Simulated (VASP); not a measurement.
A run of VASP 6.6.1 is set up as follows.

INCAR

```
SYSTEM = BeS
  ALGO = Normal
  EDIFF = 1E-7
  ENCUT = 520
  GGA = PS
  ISIF = 2
  ISMEAR = 0
  LASPH = .True.
  LCHARG = .True.
  LELF = .True.
  LREAL = .False.
  LVHAR = .True.
  LWAVE = .False.
  NBANDS = 11
  NELM = 60
  PREC = Accurate
  SIGMA = 0.05
```

File KPOINTS:

```
k-points
0
Gamma
  10 10 10
  0 0 0
```

The input POSCAR:

```
BeS
1.0
    0.0000000000      2.5446137590      2.3866195451
    2.3866195451      0.0000000000      2.3866195451
    2.3866195451      2.5446137590      0.0000000000
Be S
1 1
Direct
    0.0000000000      0.0000000000      0.0000000000
    0.7500000000      0.7500000000      0.7500000000
```

Potentials or basis: VASP PAW PBE potentials, release 64 (Be, S).

Command:

```console
$ cat potpaw_PBE.64/Be/POTCAR potpaw_PBE.64/S/POTCAR > POTCAR
$ mpirun -np 1 vasp_std > vasp.out
```

(1) Predict the pressure.

(2) What does it give for the band gap on the k mesh?

Answers

(1) -2.1 GPa.

(2) 2.69 eV, indirect (least direct gap 5.42 eV).

Caveat: the PAW data sets were made with another functional, which shifts forces and pressure a little.
